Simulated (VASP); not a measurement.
Crystal: ZnCu.

```
Zn Cu
1.0
     2.88488    0.00000    0.00000
     0.00000    2.88488    0.00000
     0.00000    0.00000    2.88488
Zn Cu
1 1
Cartesian
  1.4424 1.4424 1.4424
  0.0000 0.0000 0.0000
```

Base run:

```yaml
Program: VASP 6.6.1
Functional: PBE
Potentials_or_basis: VASP PAW PBE potentials, release 64 (Zn, Cu)
Cutoff: 600 eV
k_mesh: 9 × 9 × 9
Occupations: fermi-dirac, width 0.05 eV
Spin: no spin polarisation
```

Its results: pressure 12.3 GPa.

**Question.** After a change of settings the same cell gave: pressure 4.9 GPa. Which change was it?
A. functional from PBE to LDA; potentials or basis from VASP PAW PBE potentials, release 64 (Zn, Cu) to VASP PAW LDA potentials, release 64 (Zn, Cu)
B. functional from PBE to r2SCAN; cutoff from 600 eV to 660 eV
C. functional from PBE to PBEsol; cutoff from 600 eV to 520 eV; further incar settings from ALGO = Normal; EDIFF = 1e-06; NBANDS = 18 to ALGO = Fast; EDIFF = 1e-06; NBANDS = 18
D. cutoff from 600 eV to 520 eV; further incar settings from ALGO = Normal; EDIFF = 1e-06; NBANDS = 18 to ALGO = Normal; EDIFF = 1e-07; NBANDS = 18

**Answer.** C.

Caveats: the PAW data sets were made with another functional, which shifts forces and pressure a little (some runs).
